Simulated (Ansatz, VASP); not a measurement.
Two plane-wave programs on MgS

```
Mg S
1.0
     4.07046    0.00000    0.00000
     0.00000    5.75650    0.00000
     0.00000    0.00000    3.85572
Mg S
2 2
Direct
  0.00000 0.00474 0.00000
  0.50000 0.50474 0.50000
  0.50000 0.24526 0.00000
  0.00000 0.74526 0.50000
```

Alike in both runs: task single point; functional LDA; k mesh 6 × 4 × 6; occupations gaussian, width 0.02 eV; no spin polarisation.

|  | VASP | Ansatz |
| --- | --- | --- |
| version | VASP 6.6.1 | Ansatz 0.2.0 |
| potentials or method | VASP PAW LDA potentials, release 64 (Mg, S), cutoff 600 eV | scalar-relativistic, plane waves, PAW |
| valence electrons in the cell | 16 | 32 |

```tsv
	VASP	Ansatz	Ansatz less VASP
gap on the k mesh at the Fermi level (eV)	2.98	2.97	-0.010
least direct gap on the mesh (eV)	2.98	2.97	-0.010
pressure (GPa)	-2.2	-1.9	+0.32
```

Ansatz warns that its potentials were made for another functional, while VASP's fit it. LDA's correlation is that of Perdew and Zunger in VASP and of Perdew and Wang (1992) in Ansatz. VASP's potentials hold 16 valence electrons a cell and Ansatz's 32, so a difference there can come from the potentials and not from the codes.
